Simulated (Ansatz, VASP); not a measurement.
# One calculation of ZnS, two programs

Contents of INCAR:

```
SYSTEM = ZnS
ALGO = Normal
EDIFF = 1E-6
EDIFFG = -0.005
ENCUT = 600
GGA = RE
IBRION = 2
ISIF = 3
ISMEAR = -1
LASPH = .TRUE.
LCHARG = .FALSE.
LREAL = .FALSE.
LWAVE = .FALSE.
NELM = 100
NSW = 80
PREC = Accurate
SIGMA = 0.05
```

KPOINTS

```
k-points
0
G
  9 9 9
  0 0 0
```

Contents of POSCAR:

```
ZnS
1.0
    0.0000000000      2.7020000000      2.7020000000
    2.7020000000      0.0000000000      2.7020000000
    2.7020000000      2.7020000000      0.0000000000
Zn S
1 1
Direct
    0.7500000000      0.7500000000      0.7500000000
    0.0000000000      0.0000000000      0.0000000000
```

The input input.yaml:

```yaml
crystal:
  lattice:
    - [0.0, 2.702, 2.702]
    - [2.702, 0.0, 2.702]
    - [2.702, 2.702, 0.0]
  atoms:
    - { symbol: Zn, position: [0.75, 0.75, 0.75] }
    - { symbol: S, position: [0.0, 0.0, 0.0] }
kpoints:
  mp_grid: { grid: [9, 9, 9] }
scf:
  occupations: { method: fermi_dirac, width: 0.05 }
hamiltonian:
  xc: revpbe
  pseudopotentials: { kind: all_electron, lapw: { basis_error: 0.001 } }
output:
  forces: true
  stress: true
relax:
  f_tol: 0.005
  max_steps: 60
  cell: {}
```

Alike in both runs: task relaxation of cell and atoms; functional revPBE; k mesh 9 × 9 × 9; occupations fermi-dirac, width 0.05 eV; no spin polarisation.

|  | VASP | Ansatz |
| --- | --- | --- |
| version | VASP 6.6.1 | Ansatz 0.2.0 |
| potentials or method | VASP PAW PBE potentials, release 64 (Zn, S), cutoff 600 eV | all-electron LAPW, scalar-relativistic |

VASP gave:

* relaxed volume (Å³/atom): 20.76
* relaxed cell length with the largest relative difference (Å): 3.887

**Question.** What did Ansatz give for the same quantities?

**Answer.** Relaxed volume (Å³/atom): 20.72; relaxed cell length with the largest relative difference (Å): 3.884.

VASP's potentials were made for PBE, not for revPBE. Ansatz ran all-electron here, and VASP with PAW potentials.
